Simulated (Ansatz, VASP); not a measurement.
**GaP: VASP beside Ansatz**

```
Ga P
1.0
     3.58880    0.00000    0.00000
    -1.79440    3.10799    0.00000
     0.00000    0.00000    6.20871
Ga P
2 2
Direct
  0.00000 0.00000 0.00000
  0.00000 0.00000 0.50000
  0.33333 0.66667 0.25000
  0.66667 0.33333 0.75000
```

Change from the starting cell: species swapped into the CoSb type (P6_3/mmc, No. 194).

Alike in both runs: functional PBE; k mesh 6 × 6 × 4; occupations gaussian, width 0.1 eV; no spin polarisation.

Ansatz relaxed the structure, and its values are those at the end. VASP's run is a single point on that final structure, the one shown.

|  | VASP | Ansatz |
| --- | --- | --- |
| version | VASP 6.6.1 | Ansatz 0.2.0 |
| potentials or method | VASP PAW PBE potentials, release 64 (Ga_d, P), cutoff 500 eV | scalar-relativistic, plane waves, PAW |
| valence electrons in the cell | 36 | 36 |

|  | VASP | Ansatz | Ansatz less VASP |
| --- | --- | --- | --- |
| gap on the k mesh at the Fermi level (eV) | none | none | - |
| pressure (GPa) | 0.2 | 0.2 | -0.04 |

A gap of «none» marks a metal or a gap that the smearing closes.
